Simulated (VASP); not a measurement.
# KF (zincblende type) (F-43m) in VASP: a series of runs

The runs below take KF (zincblende type) through single point, with PBE.

All numbers are computed with VASP 6.6.1; they aren't measurements. Logs are shortened: lines on timing, memory, paths and dates and some standing lists are left out, and cuts for length are marked.

## (1) The cell of the first run

It takes space group F-43m (No. 216, cubic). The conventional cell has a = 5.910 Å, b = 5.910 Å, c = 5.910 Å, α = 90.00°, β = 90.00°, γ = 90.00°. K (site symmetry -43m) has 4 F at 2.56 Å within 3.4 Å. F (site symmetry -43m) has 4 K at 2.56 Å within 3.4 Å.

## (2) Single point, PBE (25.80 Å³/atom)

File INCAR:

```
SYSTEM = KF
PREC     = Accurate       ! precision mode
ENCUT    = 600            ! plane-wave cutoff, eV
EDIFF    = 1E-6           ! SCF threshold, eV
ISMEAR   = -1             ! smearing method
SIGMA    = 0.05           ! smearing width, eV
LREAL    = .False.        ! projectors in reciprocal space
LASPH    = .True.         ! aspherical terms in the spheres
NELM     = 120            ! most SCF steps
ALGO     = Normal         ! electronic algorithm
ISIF     = 2              ! what is computed and relaxed
LWAVE    = .False.        ! write WAVECAR
LCHARG   = .False.        ! write CHGCAR
GGA      = PE             ! functional
NBANDS   = 15             ! bands
GGA_COMPAT= .False.
```

File KPOINTS:

```
Automatic mesh
0
Gamma
  11 11 11
  0 0 0
```

File POSCAR:

```
KF
1.0
    0.0000000000      2.9548362917      2.9548362917
    2.9548362917      0.0000000000      2.9548362917
    2.9548362917      2.9548362917      0.0000000000
K F
1 1
Direct
    0.0000000000      0.0000000000      0.0000000000
    0.2500000000      0.2500000000      0.2500000000
```

Potentials or basis: VASP PAW PBE potentials, release 64 (K_sv, F).

Run with:

```bash
> cat potpaw_PBE.64/K_sv/POTCAR potpaw_PBE.64/F/POTCAR > POTCAR
> mpirun -np 1 vasp_std > vasp.out
```

OUTCAR:

```text
SYSTEM = KF
   PREC = Accurate
   ENCUT = 600
   EDIFF = 1E-6
   ISMEAR = -1
   LREAL = .False.
   LASPH = .True.
   NELM = 120
   ISIF = 2
   GGA = PE

 ion  position               nearest neighbor table
   1  0.000  0.000  0.000-   2 2.56   2 2.56   2 2.56   2 2.56
   2  0.250  0.250  0.250-   1 2.56   1 2.56   1 2.56   1 2.56

  LATTYP: Found a face centered cubic cell.
 ALAT       =     5.9096725834

  Lattice vectors:

 A1 = (   0.0000000000,   2.9548362917,   2.9548362917)
 A2 = (   2.9548362917,   0.0000000000,   2.9548362917)
 A3 = (   2.9548362917,   2.9548362917,   0.0000000000)

Analysis of symmetry for initial positions (statically):
=====================================================================
 Subroutine PRICEL returns:
 Original cell was already a primitive cell.

 Routine SETGRP: Setting up the symmetry group for a
 face centered cubic supercell.

 Subroutine GETGRP returns: Found 24 space group operations
 (whereof 24 operations were pure point group operations)
 out of a pool of 48 trial point group operations.

The static configuration has the point symmetry T_d .

Analysis of symmetry for dynamics (positions and initial velocities):
=====================================================================
 Subroutine PRICEL returns:
 Original cell was already a primitive cell.

 Routine SETGRP: Setting up the symmetry group for a
 face centered cubic supercell.

 Subroutine GETGRP returns: Found 24 space group operations
 (whereof 24 operations were pure point group operations)
 out of a pool of 48 trial point group operations.

The dynamic configuration has the point symmetry T_d .

 Subroutine INISYM returns: Found 24 space group operations
 (whereof 24 operations are pure point group operations),
 and found     1 'primitive' translations

----------------------------------------------------------------------------------------

                                     Primitive cell

  volume of cell :      51.5977

  direct lattice vectors                    reciprocal lattice vectors
     0.000000000  2.954836292  2.954836292    -0.169214112  0.169214112  0.169214112
     2.954836292  0.000000000  2.954836292     0.169214112 -0.169214112  0.169214112
     2.954836292  2.954836292  0.000000000     0.169214112  0.169214112 -0.169214112

  length of vectors
     4.178769558  4.178769558  4.178769558     0.293087440  0.293087440  0.293087440

  position of ions in fractional coordinates (direct lattice)
     0.000000000  0.000000000  0.000000000
     0.250000000  0.250000000  0.250000000

  ion indices of the primitive-cell ions
   primitive index   ion index
                 1           1
                 2           2

----------------------------------------------------------------------------------------

 KPOINTS: Automatic mesh

Automatic generation of k-mesh.
 Grid dimensions read from file:
 generate k-points for:   11   11   11

 Generating k-lattice:

  Cartesian coordinates                     Fractional coordinates (reciprocal lattice)
    -0.015383101  0.015383101  0.015383101     0.090909091  0.000000000  0.000000000
     0.015383101 -0.015383101  0.015383101     0.000000000  0.090909091  0.000000000
     0.015383101  0.015383101 -0.015383101     0.000000000  0.000000000  0.090909091

  Length of vectors
     0.026644313  0.026644313  0.026644313

  Shift w.r.t. Gamma in fractional coordinates (k-lattice)
     0.000000000  0.000000000  0.000000000

 Subroutine IBZKPT returns following result:
 ===========================================

 Found     56 irreducible k-points:

 Following reciprocal coordinates:
            Coordinates               Weight
  0.000000  0.000000  0.000000      1.000000
  0.090909  0.000000  0.000000      8.000000
  0.181818  0.000000  0.000000      8.000000
  0.272727  0.000000  0.000000      8.000000
  0.363636  0.000000  0.000000      8.000000
  0.454545  0.000000  0.000000      8.000000
[... 16 lines left out ...]
 -0.272727  0.181818  0.000000     24.000000
 -0.181818  0.181818  0.000000     12.000000
 [... further k-points ...]
   k-points           NKPTS =     56   k-points in BZ     NKDIM =     56   number of bands    NBANDS=     15
   number of dos      NEDOS =    301   number of ions     NIONS =      2
   total plane-waves  NPLWV =  46656
   dimension x,y,z NGX =    36 NGY =   36 NGZ =   36
   dimension x,y,z NGXF=    72 NGYF=   72 NGZF=   72
   ions per type =               1   1
   NGX,Y,Z   is equivalent  to a cutoff of  14.32, 14.32, 14.32 a.u.
   NGXF,Y,Z  is equivalent  to a cutoff of  28.64, 28.64, 28.64 a.u.
 SYSTEM =  KF
   PREC   = accura    normal or accurate (medium, high low for compatibility)
   ISTART =      0    job   : 0-new  1-cont  2-samecut
   ICHARG =      2    charge: 1-file 2-atom 10-const
   ISPIN  =      1    spin polarized calculation?
   LNONCOLLINEAR =      F non collinear calculations
   LSORBIT =      F    spin-orbit coupling
   LASPH  =      T    aspherical Exc in radial PAW
   ENCUT  =  600.0 eV  44.10 Ry    6.64 a.u.   8.35  8.35  8.35*2*pi/ulx,y,z
   NELM   =    120;   NELMIN=  2; NELMDL= -5     # of ELM steps
   EDIFF  = 0.1E-05   stopping-criterion for ELM
   LREAL  =      F    real-space projection
   EDIFFG = 0.1E-04   stopping-criterion for IOM
   NSW    =      0    number of steps for IOM
   IBRION =     -1    ionic relax: 0-MD 1-quasi-New 2-CG
   NFREE  =      0    steps in history (QN), initial steepest desc. (CG)
   ISIF   =      2    stress and relaxation
   ISYM   =      2    0-nonsym 1-usesym 2-fastsym
   POTIM  = 0.5000    time-step for ionic-motion
   TEBEG  =    0.0;   TEEND  =   0.0 temperature during run
   PSTRESS=    0.0 pullay stress
   NELECT =      16.0000    total number of electrons
   NUPDOWN=      -1.0000    fix difference up-down
   EMIN   =  10.00;   EMAX   =-10.00  energy-range for DOS
   EFERMI =   0.00;   METHOD = LEGACY
   ISMEAR =    -1;   SIGMA  =   0.05  broadening in eV -4-tet -1-fermi 0-gaus
   EFERMI_NEDOS =   21; number of points for ismear=-14 and -15
   IALGO  =     38    algorithm
   IMIX   =      4    mixing-type and parameters
     AMIX     =   0.40;   BMIX     =  1.00
     AMIX_MAG =   1.60;   BMIX_MAG =  1.00
  volume/ion in A,a.u.               =      25.80       174.10
  Fermi-wavevector in a.u.,A,eV,Ry     =   1.108081  2.093969 16.705817  1.227843
  Thomas-Fermi vector in A             =   2.244603
   LORBIT       =      0    0 simple, 1 ext, 2 COOP (PROOUT), +10 PAW based schemes
   GGA     = PE    functional components
   LHFCALC =     F    Hartree Fock is set to
   AEXX    =    0.0000 exact exchange contribution
   IVDW    =     0    specifies the selected vdW correction
   LEPSILON=     F    determine dielectric tensor
   LRPA    =     F    only Hartree local field effects (RPA)
 non-spin polarized calculation
  energy-cutoff  :      600.00
  volume of cell :       51.60
 maximum number of plane-waves:      1759
 NGX is ok and might be reduce to    36
   NGX = 17   NGY = 17   NGZ = 17

 number of electron      16.0000004 magnetization

 Free energy of the ion-electron system (eV)
  ---------------------------------------------------
  ext. energy  EPLUGINS =         0.00000000
  ---------------------------------------------------
  free energy    TOTEN  =        -8.12844970 eV

  energy without entropy =       -8.12844970  energy(sigma->0) =       -8.12844970

 E-fermi :  -2.4674     XC(G=0):  -6.9420

 val. band max:       -3.6948274791   @ k =  -0.3636   0.4545   0.1818
 cond. band min:       1.4174523916   @ k =   0.0000   0.0000   0.0000
 fundamental gap:      5.1122798707
 Fermi energy:        -2.4674378772

 k-point     1 :       0.0000    0.0000    0.0000
  band No.  band energies     occupation
      1     -29.9359      2.00000
      2     -22.2061      2.00000
      3     -13.3462      2.00000
      4     -13.3462      2.00000
      5     -13.3462      2.00000
      6      -3.8840      2.00000
      7      -3.8840      2.00000
      8      -3.8840      2.00000
      9       1.4175      0.00000
     10       7.9931      0.00000
     11       7.9931      0.00000
     12       8.1128      0.00000
     13       8.1128      0.00000
     14       8.1128      0.00000
     15      13.0274      0.00000

 k-point     2 :       0.0909    0.0000    0.0000
  band No.  band energies     occupation
      1     -29.9330      2.00000
      2     -22.2119      2.00000
      3     -13.3543      2.00000
      4     -13.3498      2.00000
      5     -13.3498      2.00000
      6      -3.9006      2.00000
      7      -3.8768      2.00000
      8      -3.8768      2.00000
      9       1.5836      0.00000
     10       7.7709      0.00000
     11       7.7709      0.00000
     12       7.9651      0.00000
     13       8.3269      0.00000
     14       8.3269      0.00000
     15      12.2919      0.00000

 k-point     3 :       0.1818    0.0000    0.0000
  band No.  band energies     occupation
      1     -29.9251      2.00000
      2     -22.2276      2.00000
      3     -13.3764      2.00000
      4     -13.3594      2.00000
      5     -13.3594      2.00000
      6      -3.9345      2.00000
      7      -3.8578      2.00000
      8      -3.8578      2.00000
      9       2.0421      0.00000
     10       7.5214      0.00000
     11       7.5214      0.00000
     12       7.5657      0.00000
     13       8.5763      0.00000
     14       8.5763      0.00000
     15      11.3005      0.00000
[... 343 lines left out ...]
 k-point    23 :      -0.2727    0.1818    0.0000
  band No.  band energies     occupation
      1     -29.9023      2.00000
      2     -22.2720      2.00000
      3     -13.4808      2.00000
      4     -13.3838      2.00000
      5     -13.3506      2.00000
      6      -3.9493      2.00000
      7      -3.8194      2.00000
      8      -3.8063      2.00000
      9       3.5118      0.00000
     10       6.2080      0.00000
     11       7.1001      0.00000
     12       7.2701      0.00000
     13       8.9595      0.00000
     14       9.4009      0.00000
     15      10.5584      0.00000

 k-point    24 :      -0.1818    0.1818    0.0000
  band No.  band energies     occupation
      1     -29.9111      2.00000
      2     -22.2549      2.00000
      3     -13.4420      2.00000
      4     -13.3696      2.00000
      5     -13.3568      2.00000
      6      -3.9616      2.00000
      7      -3.8314      2.00000
      8      -3.8215      2.00000
      9       2.8953      0.00000
     10       6.6730      0.00000
     11       7.1096      0.00000
     12       7.5764      0.00000
     13       8.7995      0.00000
     14       9.0535      0.00000
     15      10.9050      0.00000

 [... further k-points ...]

------------------------ aborting loop because EDIFF is reached ----------------------------------------

  FORCE on cell =-STRESS in cart. coord.  units (eV):
  Direction    XX          YY          ZZ          XY          YZ          ZX
  --------------------------------------------------------------------------------------
  -------------------------------------------------------------------------------------
  Total        0.1424178      0.1424178      0.1424178      0.0000000     -0.0000000      0.0000000
  in kB        4.4222628      4.4222628      4.4222628      0.0000000     -0.0000000      0.0000000
  external PRESSURE =       4.4222628 kB  Pullay stress =       0.0000000 kB

 VOLUME and BASIS-vectors are now :
 -----------------------------------------------------------------------------
  energy-cutoff  :      600.00
  volume of cell :       51.60
      direct lattice vectors                 reciprocal lattice vectors
     0.000000000  2.954836292  2.954836292    -0.169214112  0.169214112  0.169214112
     2.954836292  0.000000000  2.954836292     0.169214112 -0.169214112  0.169214112
     2.954836292  2.954836292  0.000000000     0.169214112  0.169214112 -0.169214112

 POSITION                                       TOTAL-FORCE (eV/Angst)
 -----------------------------------------------------------------------------------
      0.00000      0.00000      0.00000         0.000000      0.000000      0.000000
      1.47742      1.47742      1.47742        -0.000000     -0.000000     -0.000000
 -----------------------------------------------------------------------------------
    total drift:                               -0.000000     -0.000000     -0.000000

  FREE ENERGIE OF THE ION-ELECTRON SYSTEM (eV)
  ---------------------------------------------------
  free  energy   TOTEN  =        -8.1284496965 eV

  energy  without entropy=       -8.1284496965  energy(sigma->0) =       -8.12844970
```

Wall time 52 s (1 thread of Intel Xeon Platinum 8488C (Sapphire Rapids), shared host); peak memory 0.23 GiB.

Results:

| Quantity | Value |
| --- | --- |
| Free energy | -8.1284 eV |
| Pressure | 0.4 GPa |
| Band gap on the k mesh | 5.11 eV (least direct gap 5.30 eV) |

Caveat: an odd mesh through Γ misses points on the zone boundary, where band edges can lie.

## (3) Single point, PBE

This run uses another cell than the first one, of 26.33 Å³/atom.

File INCAR:

```
SYSTEM = KF
ALGO = Normal
EDIFF = 1E-6
ENCUT = 600
GGA = PE
GGA_COMPAT = .FALSE.
ISIF = 2
ISMEAR = -1
LASPH = .TRUE.
LCHARG = .FALSE.
LREAL = .FALSE.
LWAVE = .FALSE.
NBANDS = 15
NELM = 120
PREC = Accurate
SIGMA = 0.05
```

File KPOINTS:

```
k-points
0
G
  11 11 11
  0 0 0
```

File POSCAR:

```
KF
1.0
    0.0000000000      2.9748020074      2.9748020074
    2.9748020074      0.0000000000      2.9748020074
    2.9748020074      2.9748020074      0.0000000000
K F
1 1
Direct
    0.0000000000      0.0000000000      0.0000000000
    0.2500000000      0.2500000000      0.2500000000
```

Potentials or basis: VASP PAW PBE potentials, release 64 (K_sv, F).

Run with:

```bash
> cat potpaw_PBE.64/K_sv/POTCAR potpaw_PBE.64/F/POTCAR > POTCAR
> mpirun -np 1 vasp_std > vasp.out
```

Run time: 57 s. Hardware: 1 thread of Intel Xeon Platinum 8488C (Sapphire Rapids), shared host; peak memory 0.23 GiB.

Results (log left out):

- Free energy: -8.1310 eV
- Pressure: 0.0 GPa
- Band gap on the k mesh: 5.06 eV (least direct gap 5.23 eV)

Levels at points of the mesh, in eV from the valence-band top:
```csv
k point,band 6,band 7,band 8,band 9,band 10,band 11
"(0.00, 0.00, 0.00)",-0.17,-0.17,-0.17,5.06,11.61,11.61
```

Caveat: an odd mesh through Γ misses points on the zone boundary, where band edges can lie.

## (4) Single point, PBE (26.85 Å³/atom)

This run uses another cell than the first one, of 26.85 Å³/atom.

File INCAR:

```
SYSTEM = KF
PREC     = Accurate       ! precision mode
ENCUT    = 600            ! plane-wave cutoff, eV
EDIFF    = 1E-6           ! SCF threshold, eV
ISMEAR   = -1             ! smearing method
SIGMA    = 0.05           ! smearing width, eV
LREAL    = .False.        ! projectors in reciprocal space
LASPH    = .True.         ! aspherical terms in the spheres
NELM     = 120            ! most SCF steps
ALGO     = Normal         ! electronic algorithm
ISIF     = 2              ! what is computed and relaxed
LWAVE    = .False.        ! write WAVECAR
LCHARG   = .False.        ! write CHGCAR
GGA      = PE             ! functional
NBANDS   = 15             ! bands
GGA_COMPAT= .False.
```

File KPOINTS:

```
regular mesh
0
Gamma
  11 11 11
  0 0 0
```

File POSCAR:

```
KF
1.0
    0.0000000000      2.9945032571      2.9945032571
    2.9945032571      0.0000000000      2.9945032571
    2.9945032571      2.9945032571      0.0000000000
K F
1 1
Direct
    0.0000000000      0.0000000000      0.0000000000
    0.2500000000      0.2500000000      0.2500000000
```

Run with:

```bash
> cat potpaw_PBE.64/K_sv/POTCAR potpaw_PBE.64/F/POTCAR > POTCAR
> mpirun -np 1 vasp_std > vasp.out
```

Wall time 59 s (1 thread of Intel Xeon Platinum 8488C (Sapphire Rapids), shared host); peak memory 0.23 GiB.

It converged, with:

| Item | Value |
| --- | --- |
| Free energy | -8.1308 eV |
| Pressure | -0.4 GPa |
| Band gap on the k mesh | 5.00 eV (least direct gap 5.17 eV) |

Levels at points of the mesh, in eV from the valence-band top:
```csv
k point,band 4,band 5,band 6,band 7,band 8,band 9,band 10,band 11,band 12,band 13
"(0.00, 0.00, 0.00)",-9.78,-9.78,-0.16,-0.16,-0.16,5.00,11.53,11.53,11.61,11.61
```

Caveat: an odd mesh through Γ misses points on the zone boundary, where band edges can lie.

## (5) The runs side by side

```tsv
cell	gap on the mesh (eV)	pressure (GPa)
a = 4.179 Å, angles 60.0°, 2 atoms	5.11	0.4
a = 4.207 Å, angles 60.0°, 2 atoms	5.06	0.0
a = 4.235 Å, angles 60.0°, 2 atoms	5.00	-0.4
```

Alike in all rows: task single point; level PBE; potentials or basis VASP PAW PBE potentials, release 64 (K_sv, F); no spin polarisation; k mesh 11 × 11 × 11; cutoff (eV) 600; smearing fermi-dirac 0.05 eV.

Caveats: an odd mesh through Γ misses points on the zone boundary, where band edges can lie.

Total energies depend on the potentials used, so only differences within one code and one set of settings carry meaning.
